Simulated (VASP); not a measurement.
A run of VASP 6.6.1 is set up as follows.

File INCAR:

```
ALGO = Normal
EDIFF = 1E-7
ENCUT = 520
GGA = PE
ISIF = 2
ISMEAR = -1
LASPH = T
LCHARG = T
LELF = T
LREAL = F
LVHAR = T
LWAVE = F
NBANDS = 13
NELM = 60
PREC = Accurate
SIGMA = 0.05
```

The input KPOINTS:

```
k-points
0
Gamma
  9 9 9
```

File POSCAR:

```
Pb
1.0
    0.0000000000      2.5235621278      2.5235621278
    2.5235621278      0.0000000000      2.5235621278
    2.5235621278      2.5235621278      0.0000000000
Pb
1
Direct
    0.0000000000      0.0000000000      0.0000000000
```

Potentials or basis: VASP PAW PBE potentials, release 64 (Pb_d).

Run with:

```sh
$ cat potpaw_PBE.64/Pb_d/POTCAR > POTCAR
$ mpirun -np 1 vasp_std > vasp.out
```

Estimate the band gap on the k mesh.

zero (band 7 reaches 13.61 eV, above the bottom of band 8 at 5.22 eV).

Predict the pressure.

-0.4 GPa.

Caveat: spin-orbit coupling is left out, which moves the levels of the heavy elements.
